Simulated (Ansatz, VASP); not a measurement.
Two plane-wave programs on Pt

```
CELL_PARAMETERS angstrom
0.00000 1.95788 1.95788
1.95788 0.00000 1.95788
1.95788 1.95788 0.00000
ATOMIC_POSITIONS crystal
Pt 0.00000 0.00000 0.00000
```

Alike in both runs: functional PBEsol; k mesh 8 × 8 × 8; occupations gaussian, width 0.1 eV; no spin polarisation.

Ansatz relaxed the structure, and its values are those at the end. VASP's run is a single point on that final structure, the one shown.

```csv
,VASP,Ansatz
version,VASP 6.6.1,Ansatz 0.2.0
potentials or method,"VASP PAW PBE potentials, release 64 (Pt), cutoff 520 eV","scalar-relativistic, plane waves, PAW"
valence electrons in the cell,10,18
```

VASP gave:

| Property | Result |
| --- | --- |
| gap on the k mesh at the Fermi level (eV) | none |
| pressure (GPa) | -0.6 |

Which values does Ansatz return?

gap on the k mesh at the Fermi level (eV): none; pressure (GPa): -0.1.

VASP's potentials were made for PBE, not for PBEsol. A gap of «none» marks a metal or a gap that the smearing closes. VASP's potentials hold 10 valence electrons a cell and Ansatz's 18, so a difference there can come from the potentials and not from the codes.

Neither program's run includes spin-orbit coupling.
